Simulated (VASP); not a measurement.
Wanted: the native input for a VASP 6.6.1 run.

```
Task                   : single point
Functional             : PBEsol
Potentials or basis    : VASP PAW PBE potentials, release 64 (Pb_d, S)
Cutoff                 : 520 eV
k mesh                 : 10 × 10 × 10
Occupations            : gaussian, width 0.05 eV
Spin                   : no spin polarisation
Dipole correction      : no
Further INCAR settings : ALGO = Normal; EDIFF = 1e-06; NBANDS = 17
```

The structure of PbS lies in POSCAR:

```
PbS
1.0
    0.0000000000      3.0246558000      3.0246558000
    3.0246558000      0.0000000000      3.0246558000
    3.0246558000      3.0246558000      0.0000000000
Pb S
1 1
Direct
    0.0000000000      0.0000000000      0.0000000000
    0.5000000000      0.5000000000      0.5000000000
```

This cell differs from its parent crystal: strained.

These files were run (other wordings do the same):

INCAR

```
SYSTEM = PbS
PREC = Accurate
ENCUT = 520
EDIFF = 1E-6
ISMEAR = 0
SIGMA = 0.05
LREAL = .FALSE.
LASPH = .TRUE.
NELM = 80
ALGO = Normal
ISIF = 2
LWAVE = .FALSE.
LCHARG = .FALSE.
GGA = PS
NBANDS = 17
```

KPOINTS

```
regular mesh
0
G
  10 10 10
  0 0 0
```

Potentials or basis: VASP PAW PBE potentials, release 64 (Pb_d, S).

Launch:

```console
$ cat potpaw_PBE.64/Pb_d/POTCAR potpaw_PBE.64/S/POTCAR > POTCAR
$ mpirun -np 1 vasp_std > vasp.out
```

It gave:

The pressure is -3.8 GPa and the band gap on the k mesh is 0.45 eV, direct.

Caveat: the cell differs from its parent crystal (strained); the PAW data sets were made with another functional, which shifts forces and pressure a little; spin-orbit coupling is left out, which moves the levels of the heavy elements.

It took 12 s on 1 thread of Intel(R) Xeon(R) 6975P-C (Granite Rapids) (shared host), peak memory 0.2 GiB.
